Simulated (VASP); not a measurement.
# Pd (Im-3m) in VASP: further runs

Pd is run at these levels: PBE; tasks: single point.

Program: VASP 6.6.1. These are calculated values, not measurements. Logs are shortened: lines on timing, memory, paths and dates and some standing lists are left out, and cuts for length are marked.

### Step 1. The cell of the first run

Symmetry: Im-3m, No. 229, cubic system. Conventional cell: a = 3.145 Å, b = 3.145 Å, c = 3.145 Å, α = 90.00°, β = 90.00°, γ = 90.00°. Within 3.6 Å of Pd (site symmetry m-3m) lie 14 Pd at 2.72 to 3.14 Å.

### Step 2. Single point, PBE

Contents of INCAR:

```
PREC = Accurate
ENCUT = 520
EDIFF = 1E-6
ISMEAR = 0
SIGMA = 0.024
LREAL = F
LASPH = T
NELM = 60
ALGO = Normal
ISIF = 2
LWAVE = F
LCHARG = T
GGA = PE
LELF = T
LVHAR = T
NBANDS = 11
```

Contents of KPOINTS:

```
Automatic mesh
0
Gamma
  12 12 12
```

Contents of POSCAR:

```
Pd
1.0
   -1.5722810000      1.5722810000      1.5722810000
    1.5722810000     -1.5722810000      1.5722810000
    1.5722810000      1.5722810000     -1.5722810000
Pd
1
Direct
    0.0000000000      0.0000000000      0.0000000000
```

Potentials or basis: VASP PAW PBE potentials, release 64 (Pd).

Command:

```console
cat potpaw_PBE.64/Pd/POTCAR > POTCAR
mpirun -np 1 vasp_std > vasp.out
```

OUTCAR:

```text
PREC = Accurate
   ENCUT = 520
   EDIFF = 1E-6
   ISMEAR = 0
   LREAL = F
   LASPH = T
   NELM = 60
   ISIF = 2
   GGA = PE

 ion  position               nearest neighbor table
   1  0.000  0.000  0.000-

  LATTYP: Found a body centered cubic cell.
 ALAT       =     3.1445620000

  Lattice vectors:

 A1 = (  -1.5722810000,   1.5722810000,   1.5722810000)
 A2 = (   1.5722810000,  -1.5722810000,   1.5722810000)
 A3 = (   1.5722810000,   1.5722810000,  -1.5722810000)

Analysis of symmetry for initial positions (statically):
=====================================================================
 Subroutine PRICEL returns:
 Original cell was already a primitive cell.

 Routine SETGRP: Setting up the symmetry group for a
 body centered cubic supercell.

 Subroutine GETGRP returns: Found 48 space group operations
 (whereof 48 operations were pure point group operations)
 out of a pool of 48 trial point group operations.

The static configuration has the point symmetry O_h .

Analysis of symmetry for dynamics (positions and initial velocities):
=====================================================================
 Subroutine PRICEL returns:
 Original cell was already a primitive cell.

 Routine SETGRP: Setting up the symmetry group for a
 body centered cubic supercell.

 Subroutine GETGRP returns: Found 48 space group operations
 (whereof 48 operations were pure point group operations)
 out of a pool of 48 trial point group operations.

The dynamic configuration has the point symmetry O_h .

 Subroutine INISYM returns: Found 48 space group operations
 (whereof 48 operations are pure point group operations),
 and found     1 'primitive' translations

----------------------------------------------------------------------------------------

                                     Primitive cell

  volume of cell :      15.5471

  direct lattice vectors                    reciprocal lattice vectors
    -1.572281000  1.572281000  1.572281000     0.000000000  0.318009313  0.318009313
     1.572281000 -1.572281000  1.572281000     0.318009313  0.000000000  0.318009313
     1.572281000  1.572281000 -1.572281000     0.318009313  0.318009313  0.000000000

  length of vectors
     2.723270576  2.723270576  2.723270576     0.449733083  0.449733083  0.449733083

  position of ions in fractional coordinates (direct lattice)
     0.000000000  0.000000000  0.000000000

  ion indices of the primitive-cell ions
   primitive index   ion index
                 1           1

----------------------------------------------------------------------------------------

 KPOINTS: Automatic mesh

Automatic generation of k-mesh.
 Grid dimensions read from file:
 generate k-points for:   12   12   12

 Generating k-lattice:

  Cartesian coordinates                     Fractional coordinates (reciprocal lattice)
     0.000000000  0.026500776  0.026500776     0.083333333  0.000000000  0.000000000
     0.026500776  0.000000000  0.026500776     0.000000000  0.083333333  0.000000000
     0.026500776  0.026500776  0.000000000     0.000000000  0.000000000  0.083333333

  Length of vectors
     0.037477757  0.037477757  0.037477757

  Shift w.r.t. Gamma in fractional coordinates (k-lattice)
     0.000000000  0.000000000  0.000000000

 Subroutine IBZKPT returns following result:
 ===========================================

 Found     72 irreducible k-points:

 Following reciprocal coordinates:
            Coordinates               Weight
  0.000000  0.000000  0.000000      1.000000
  0.083333  0.000000  0.000000     12.000000
  0.166667  0.000000  0.000000     12.000000
  0.250000  0.000000  0.000000     12.000000
  0.333333  0.000000  0.000000     12.000000
  0.416667  0.000000  0.000000     12.000000
[... 16 lines left out ...]
  0.333333  0.083333  0.083333     24.000000
  0.416667  0.083333  0.083333     12.000000
 [... further k-points ...]
   k-points           NKPTS =     72   k-points in BZ     NKDIM =     72   number of bands    NBANDS=     11
   number of dos      NEDOS =    301   number of ions     NIONS =      1
   total plane-waves  NPLWV =   8000
   dimension x,y,z NGX =    20 NGY =   20 NGZ =   20
   dimension x,y,z NGXF=    40 NGYF=   40 NGZF=   40
   ions per type =               1
   NGX,Y,Z   is equivalent  to a cutoff of  12.21, 12.21, 12.21 a.u.
   NGXF,Y,Z  is equivalent  to a cutoff of  24.42, 24.42, 24.42 a.u.
 SYSTEM =  unknown system
   PREC   = accura    normal or accurate (medium, high low for compatibility)
   ISTART =      0    job   : 0-new  1-cont  2-samecut
   ICHARG =      2    charge: 1-file 2-atom 10-const
   ISPIN  =      1    spin polarized calculation?
   LNONCOLLINEAR =      F non collinear calculations
   LSORBIT =      F    spin-orbit coupling
   LASPH  =      T    aspherical Exc in radial PAW
   ENCUT  =  520.0 eV  38.22 Ry    6.18 a.u.   5.06  5.06  5.06*2*pi/ulx,y,z
   NELM   =     60;   NELMIN=  2; NELMDL= -5     # of ELM steps
   EDIFF  = 0.1E-05   stopping-criterion for ELM
   LREAL  =      F    real-space projection
   EDIFFG = 0.1E-04   stopping-criterion for IOM
   NSW    =      0    number of steps for IOM
   IBRION =     -1    ionic relax: 0-MD 1-quasi-New 2-CG
   NFREE  =      0    steps in history (QN), initial steepest desc. (CG)
   ISIF   =      2    stress and relaxation
   ISYM   =      2    0-nonsym 1-usesym 2-fastsym
   POTIM  = 0.5000    time-step for ionic-motion
   TEBEG  =    0.0;   TEEND  =   0.0 temperature during run
   PSTRESS=    0.0 pullay stress
   NELECT =      10.0000    total number of electrons
   NUPDOWN=      -1.0000    fix difference up-down
   EMIN   =  10.00;   EMAX   =-10.00  energy-range for DOS
   EFERMI =   0.00;   METHOD = LEGACY
   ISMEAR =     0;   SIGMA  =   0.02  broadening in eV -4-tet -1-fermi 0-gaus
   EFERMI_NEDOS =   21; number of points for ismear=-14 and -15
   IALGO  =     38    algorithm
   IMIX   =      4    mixing-type and parameters
     AMIX     =   0.40;   BMIX     =  1.00
     AMIX_MAG =   1.60;   BMIX_MAG =  1.00
  volume/ion in A,a.u.               =      15.55       104.92
  Fermi-wavevector in a.u.,A,eV,Ry     =   1.413160  2.670485 27.171123  1.997021
  Thomas-Fermi vector in A             =   2.534834
   LORBIT       =      0    0 simple, 1 ext, 2 COOP (PROOUT), +10 PAW based schemes
   GGA     = PE    functional components
   LHFCALC =     F    Hartree Fock is set to
   AEXX    =    0.0000 exact exchange contribution
   IVDW    =     0    specifies the selected vdW correction
   LEPSILON=     F    determine dielectric tensor
   LRPA    =     F    only Hartree local field effects (RPA)
 non-spin polarized calculation
 Gauss-broadening in eV      SIGMA  =   0.02
  energy-cutoff  :      520.00
  volume of cell :       15.55
 maximum number of plane-waves:       430
   NGX = 11   NGY = 11   NGZ = 11

 number of electron      10.0000005 magnetization

 Free energy of the ion-electron system (eV)
  ---------------------------------------------------
  ext. energy  EPLUGINS =         0.00000000
  ---------------------------------------------------
  free energy    TOTEN  =        -5.17540870 eV

  energy without entropy =       -5.17473588  energy(sigma->0) =       -5.17507229

 E-fermi :   8.8854     XC(G=0): -12.8541

 val. band max:        8.8785006677   @ k =  -0.4167   0.4167   0.3333
 cond. band min:       8.8890239176   @ k =  -0.4167   0.4167   0.4167
 fundamental gap:      0.0105232499
 Fermi energy:         8.8853551467

 k-point     1 :       0.0000    0.0000    0.0000
  band No.  band energies     occupation
      1       2.1889      2.00000
      2       6.1909      2.00000
      3       6.1909      2.00000
      4       6.1909      2.00000
      5       8.0316      2.00000
      6       8.0316      2.00000
      7      28.1922      0.00000
      8      28.1922      0.00000
      9      28.1922      0.00000
     10      36.1420      0.00000
     11      36.2089      0.00000

 k-point     2 :       0.0833    0.0000    0.0000
  band No.  band energies     occupation
      1       2.4420      2.00000
      2       6.1087      2.00000
      3       6.1945      2.00000
      4       6.3665      2.00000
      5       7.9390      2.00000
      6       8.0380      2.00000
      7      27.9612      0.00000
      8      28.2011      0.00000
      9      28.4832      0.00000
     10      34.2515      0.00000
     11      34.8526      0.00000

 k-point     3 :       0.1667    0.0000    0.0000
  band No.  band energies     occupation
      1       3.1320      2.00000
      2       5.8909      2.00000
      3       6.2096      2.00000
      4       6.8689      2.00000
      5       7.7745      2.00000
      6       8.0607      2.00000
      7      26.6781      0.00000
      8      27.7706      0.00000
      9      29.2836      0.00000
     10      33.1971      0.00000
     11      33.2374      0.00000

 k-point     4 :       0.2500    0.0000    0.0000
  band No.  band energies     occupation
      1       3.9198      2.00000
      2       5.6076      2.00000
      3       6.4689      2.00000
      4       7.6209      2.00000
      5       7.7323      2.00000
      6       8.1053      2.00000
      7      23.9742      0.00000
      8      26.5319      0.00000
      9      30.3866      0.00000
     10      30.9238      0.00000
     11      32.8879      0.00000

 k-point     5 :       0.3333    0.0000    0.0000
  band No.  band energies     occupation
      1       4.1828      2.00000
      2       5.3390      2.00000
      3       7.5394      2.00000
      4       7.8835      2.00000
      5       8.1662      2.00000
      6       8.4725      2.00000
      7      20.7755      0.00000
      8      25.1963      0.00000
      9      28.5548      0.00000
     10      31.4886      0.00000
     11      33.1901      0.00000
[... 211 lines left out ...]
 k-point    21 :       0.1667    0.0833    0.0833
  band No.  band energies     occupation
      1       4.3626      2.00000
      2       5.5515      2.00000
      3       5.8123      2.00000
      4       7.8603      2.00000
      5       8.0589      2.00000
      6       8.5089      2.00000
      7      24.1508      0.00000
      8      25.4043      0.00000
      9      26.9827      0.00000
     10      30.4593      0.00000
     11      35.5540      0.00000

 k-point    22 :       0.2500    0.0833    0.0833
  band No.  band energies     occupation
      1       4.5986      2.00000
      2       5.3051      2.00000
      3       6.5066      2.00000
      4       7.9124      2.00000
      5       8.1636      2.00000
      6       9.8307      0.00000
      7      20.9408      0.00000
      8      24.2680      0.00000
      9      25.4401      0.00000
     10      31.6713      0.00000
     11      35.4757      0.00000

 k-point    23 :       0.3333    0.0833    0.0833
  band No.  band energies     occupation
      1       4.4499      2.00000
      2       5.1434      2.00000
      3       7.4932      2.00000
      4       8.0007      2.00000
      5       8.2318      2.00000
      6      11.3784      0.00000
      7      17.9854      0.00000
      8      23.4795      0.00000
      9      24.3768      0.00000
     10      32.6257      0.00000
     11      35.4118      0.00000

 k-point    24 :       0.4167    0.0833    0.0833
  band No.  band energies     occupation
      1       4.3711      2.00000
      2       5.0872      2.00000
      3       7.9240      2.00000
      4       8.0376      2.00000
      5       8.2560      2.00000
      6      12.4234      0.00000
      7      16.4287      0.00000
      8      23.1999      0.00000
      9      23.9695      0.00000
     10      32.9727      0.00000
     11      35.4070      0.00000

 [... further k-points ...]

------------------------ aborting loop because EDIFF is reached ----------------------------------------

  FORCE on cell =-STRESS in cart. coord.  units (eV):
  Direction    XX          YY          ZZ          XY          YZ          ZX
  --------------------------------------------------------------------------------------
  -------------------------------------------------------------------------------------
  Total       -0.1476009     -0.1476009     -0.1476009      0.0000000      0.0000000      0.0000000
  in kB      -15.2106953    -15.2106953    -15.2106953      0.0000000      0.0000000      0.0000000
  external PRESSURE =     -15.2106953 kB  Pullay stress =       0.0000000 kB

 VOLUME and BASIS-vectors are now :
 -----------------------------------------------------------------------------
  energy-cutoff  :      520.00
  volume of cell :       15.55
      direct lattice vectors                 reciprocal lattice vectors
    -1.572281000  1.572281000  1.572281000     0.000000000  0.318009313  0.318009313
     1.572281000 -1.572281000  1.572281000     0.318009313  0.000000000  0.318009313
     1.572281000  1.572281000 -1.572281000     0.318009313  0.318009313  0.000000000

 POSITION                                       TOTAL-FORCE (eV/Angst)
 -----------------------------------------------------------------------------------
      0.00000      0.00000      0.00000        -0.000000      0.000000      0.000000
 -----------------------------------------------------------------------------------
    total drift:                               -0.000000     -0.000000      0.000000

  FREE ENERGIE OF THE ION-ELECTRON SYSTEM (eV)
  ---------------------------------------------------
  free  energy   TOTEN  =        -5.1754087047 eV

  energy  without entropy=       -5.1747358762  energy(sigma->0) =       -5.17507229
```

Wall time 6.4 s (1 thread of AMD EPYC 9R45 (Zen 5), shared host); peak memory 0.1 GiB.

What came out:

* Free energy: -5.1754 eV
* Pressure: -1.5 GPa
* Band gap on the k mesh: zero (band 5 reaches 9.47 eV, above the bottom of band 6 at 7.93 eV)

### Step 3. Single point, PBE

Contents of INCAR:

```
SYSTEM = Pd
ALGO = Normal
EDIFF = 1E-6
ENCUT = 520
GGA = PE
ISIF = 2
ISMEAR = 0
LASPH = .True.
LCHARG = .True.
LELF = .True.
LREAL = .False.
LVHAR = .True.
LWAVE = .False.
NBANDS = 11
NELM = 80
PREC = Accurate
SIGMA = 0.025
```

Contents of KPOINTS:

```
k-points
0
Gamma
  12 12 12
  0 0 0
```

POSCAR is that of step 2.

Potentials or basis: VASP PAW PBE potentials, release 64 (Pd).

Command:

```console
cat potpaw_PBE.64/Pd/POTCAR > POTCAR
mpirun -np 1 vasp_std > vasp.out
```

It took 6.5 s on 1 thread of AMD EPYC 9R45 (Zen 5), shared host; peak memory 0.1 GiB.

It converged, with:

- Free energy: -5.1754 eV
- Pressure: -1.5 GPa
- Band gap on the k mesh: zero (band 5 reaches 9.47 eV, above the bottom of band 6 at 7.93 eV)

Levels at points of the mesh, in eV from the Fermi level:
```tsv
k point	band 3	band 4	band 5	band 6	band 7	band 8
(0.00, 0.00, 0.00)	-2.69	-2.69	-0.85	-0.85	19.31	19.31
(0.50, 0.00, 0.00)	-0.92	-0.64	0.58	1.54	7.57	15.06
(0.50, 0.50, 0.50)	0.23	0.23	0.23	9.09	9.09	9.09
```
